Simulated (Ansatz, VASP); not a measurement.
LiF in VASP and in Ansatz

POSCAR

```
LiF
1.0
    0.0000000000      1.9948691814      1.9948691814
    1.9948691814      0.0000000000      1.9948691814
    1.9948691814      1.9948691814      0.0000000000
Li F
1 1
Direct
    0.0000000000      0.0000000000      0.0000000000
    0.5000000000      0.5000000000      0.5000000000
```

File INCAR.step1:

```
SYSTEM = LiF
PREC     = Accurate       ! precision mode
ENCUT    = 520            ! plane-wave cutoff, eV
EDIFF    = 1E-5           ! SCF threshold, eV
ISMEAR   = 0              ! smearing method
SIGMA    = 0.01           ! smearing width, eV
LREAL    = .False.        ! projectors in reciprocal space
LASPH    = .True.         ! aspherical terms in the spheres
NELM     = 100            ! most SCF steps
ALGO     = Normal         ! electronic algorithm
ISIF     = 2              ! what is computed and relaxed
LWAVE    = .True.         ! write WAVECAR
LCHARG   = .False.        ! write CHGCAR
NBANDS   = 12             ! bands
GGA      = PE             ! functional
```

File INCAR.step2:

```
SYSTEM = LiF
PREC     = Accurate       ! precision mode
ENCUT    = 520            ! plane-wave cutoff, eV
EDIFF    = 1E-6           ! SCF threshold, eV
ISMEAR   = 0              ! smearing method
SIGMA    = 0.01           ! smearing width, eV
LREAL    = .False.        ! projectors in reciprocal space
LASPH    = .True.         ! aspherical terms in the spheres
NELM     = 100            ! most SCF steps
ALGO     = Normal         ! electronic algorithm
ISIF     = 2              ! what is computed and relaxed
LWAVE    = .False.        ! write WAVECAR
LCHARG   = .False.        ! write CHGCAR
GGA      = PE             ! functional
LHFCALC  = .True.         ! exact exchange
AEXX     = 0.15           ! exact-exchange fraction
HFSCREEN = 0.2078         ! screening, 1/A
PRECFOCK = Normal       
NBANDS   = 12             ! bands
ISTART   = 1
```

File KPOINTS:

```
Automatic mesh
0
Gamma
  6 6 6
  0 0 0
```

Input for Ansatz:

```yaml
crystal:
  lattice:
    - [0.0, 1.9948691814, 1.9948691814]
    - [1.9948691814, 0.0, 1.9948691814]
    - [1.9948691814, 1.9948691814, 0.0]
  atoms:
    - { symbol: Li, position: [0.0, 0.0, 0.0] }
    - { symbol: F, position: [0.5, 0.5, 0.5] }
kpoints:
  mp_grid: { grid: [6, 6, 6] }
hamiltonian:
  xc:
    exchange: pbe
    correlation: pbe
    exx: { coeff: 0.15, omega: 0.2078 }
scf:
  occupations: { method: fixed }
  n_extra_bands: 4
output:
  forces: true
  stress: true
  eigenvalues: true
```

Alike in both runs: task single point; functional PBE-based screened hybrid; k mesh 6 × 6 × 6; no spin polarisation.

|  | VASP | Ansatz |
| --- | --- | --- |
| version | VASP 6.6.1 | Ansatz 0.2.0 |
| potentials or method | VASP PAW PBE potentials, release 64 (Li_sv, F) | plane waves |
| plane-wave cutoff (eV) | 520 | 420 |
| occupations | gaussian, width 0.01 eV | fixed |
| valence electrons in the cell | 10 | 10 |

```csv
,VASP,Ansatz,Ansatz less VASP
gap on the k mesh at the Fermi level (eV),10.73,10.74,+0.002
```

VASP's potentials were made for PBE, not for PBE-based screened hybrid. Ansatz's warnings: stress exchange threshold loose, stress scf threshold loose.

The k mesh is coarse, so the values compare programs but aren't converged. Noted on VASP's run: the cutoff is short for stress, so the pressure is rough.
